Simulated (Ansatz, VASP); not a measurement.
# Two plane-wave programs on Zn4SO3

```
Zn S O
1.0
     3.42359    0.00000    0.00000
    -1.71180    2.96492    0.00000
     0.00000    0.00000   11.09022
Zn S O
4 1 3
Direct
  0.33333 0.66667 0.03187
  0.33333 0.66667 0.49173
  0.66667 0.33333 0.26183
  0.66667 0.33333 0.72343
  0.66667 0.33333 0.93581
  0.33333 0.66667 0.21146
  0.33333 0.66667 0.67200
  0.66667 0.33333 0.44187
```

Alike in both runs: task relaxation of cell and atoms; functional PBE; k mesh 12 × 12 × 4; occupations gaussian, width 0.1 eV; no spin polarisation.

|  | VASP | Ansatz |
| --- | --- | --- |
| version | VASP 6.6.1 | Ansatz 0.2.0 |
| potentials or method | VASP PAW PBE potentials, release 64 (Zn, S, O), cutoff 600 eV | scalar-relativistic, plane waves, PAW |
| valence electrons in the cell | 72 | 72 |

```csv
,VASP,Ansatz,Ansatz less VASP
"gap on the k mesh at the Fermi level, each at its own relaxed structure (eV)",none,none,-
relaxed volume (Å³/atom),14.15,14.09,-0.063
relaxed length of the cell vector where the two differ most in proportion (Å),11.120,11.101,-0.0186
```

A gap of «none» marks a metal or a gap that the smearing closes.
